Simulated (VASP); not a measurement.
Input of a VASP 6.6.1 run:

File INCAR:

```
PREC = Accurate ; ENCUT = 520
EDIFF = 1E-8 ; ISMEAR = -1
SIGMA = 0.05 ; LREAL = False
LASPH = True ; NELM = 80
ALGO = Normal ; ISIF = 2
LWAVE = False ; LCHARG = False
LEFG = True ; NBANDS = 18
```

Contents of KPOINTS:

```
Automatic mesh
0
Gamma
  11 11 6
```

POSCAR

```
La
1.0
    3.7500020507      0.0000000000      0.0000000000
   -1.8750010253      3.2475970401      0.0000000000
    0.0000000000      0.0000000000      6.0093000000
La
2
Direct
    0.3333333333      0.6666666667      0.2500000000
    0.6666666667      0.3333333333      0.7500000000
```

Potentials or basis: VASP PAW LDA potentials, release 64 (La).

Launch:

```console
$ cat potpaw_LDA.64/La/POTCAR > POTCAR
$ mpirun -np 1 vasp_std > vasp.out
```

**Question.** What does it give for the pressure?

**Answer.** -2.9 GPa.

**Question.** What does it give for the band gap on the k mesh?

**Answer.** Zero (band 11 reaches 8.82 eV, above the bottom of band 12 at 7.42 eV).

Stress tensor (GPa, compression positive):
```
-2.89  0.00  0.00
 0.00 -2.89  0.00
 0.00  0.00 -2.78
```

Caveat: the cell differs from its parent crystal (zz strain of -1 %); without QUAD_EFG the Cq values of the log hold for a quadrupole moment of 1 mb, not for the nuclei; spin-orbit coupling is left out, which moves the levels of the heavy elements.
